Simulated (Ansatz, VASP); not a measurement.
# One calculation of MgO, two programs

File INCAR:

```
PREC = Accurate ; ENCUT = 520
EDIFF = 1E-6 ; ISMEAR = 0
SIGMA = 0.05 ; LREAL = False
LASPH = True ; NELM = 100
ALGO = Normal ; ISIF = 2
LWAVE = False ; LCHARG = False
GGA = PE ; NBANDS = 16
```

KPOINTS

```
Automatic mesh
0
Gamma
  9 9 6
```

POSCAR

```
MgO
1.0
    3.5565000000      0.0000000000      0.0000000000
   -1.7782500000      3.0800193485      0.0000000000
    0.0000000000      0.0000000000      4.4090000000
Mg O
2 2
Direct
    0.6666666667      0.3333333333      0.7500000000
    0.3333333333      0.6666666667      0.2500000000
    0.6666666667      0.3333333333      0.2500000000
    0.3333333333      0.6666666667      0.7500000000
```

Input for Ansatz:

```yaml
crystal:
  lattice:
    - [3.5565, 0.0, 0.0]
    - [-1.77825, 3.0800193485, 0.0]
    - [0.0, 0.0, 4.409]
  atoms:
    - { symbol: Mg, position: [0.6666666667, 0.3333333333, 0.75] }
    - { symbol: Mg, position: [0.3333333333, 0.6666666667, 0.25] }
    - { symbol: O, position: [0.6666666667, 0.3333333333, 0.25] }
    - { symbol: O, position: [0.3333333333, 0.6666666667, 0.75] }
basis:
  ecutwfc: 520.0
kpoints:
  mp_grid: { grid: [9, 9, 6] }
hamiltonian:
  xc: pbe
  pseudopotentials: { kind: paw, azcp: { folder: soft_1 } }
scf:
  occupations: { method: gaussian, width: 0.05 }
output:
  forces: true
  stress: true
  eigenvalues: true
```

Alike in both runs: task single point; functional PBE; k mesh 9 × 9 × 6; occupations gaussian, width 0.05 eV; no spin polarisation.

|  | VASP | Ansatz |
| --- | --- | --- |
| version | VASP 6.6.1 | Ansatz 0.2.0 |
| potentials or method | VASP PAW PBE potentials, release 64 (Mg, O), cutoff 520 eV | scalar-relativistic, plane waves, PAW |
| valence electrons in the cell | 16 | 32 |

|  | VASP | Ansatz | Ansatz less VASP |
| --- | --- | --- | --- |
| gap on the k mesh at the Fermi level (eV) | 2.92 | 2.94 | +0.021 |
| least direct gap on the mesh (eV) | 2.92 | 2.94 | +0.021 |
| pressure (GPa) | -7.0 | -6.4 | +0.56 |
| traceless stress, the component that is largest in VASP (GPa) | -2.20 | -2.11 | +0.091 |

With one functional, cell and mesh, what is left measures potentials, basis and numerics. VASP's potentials hold 16 valence electrons a cell and Ansatz's 32, so a difference there can come from the potentials and not from the codes.
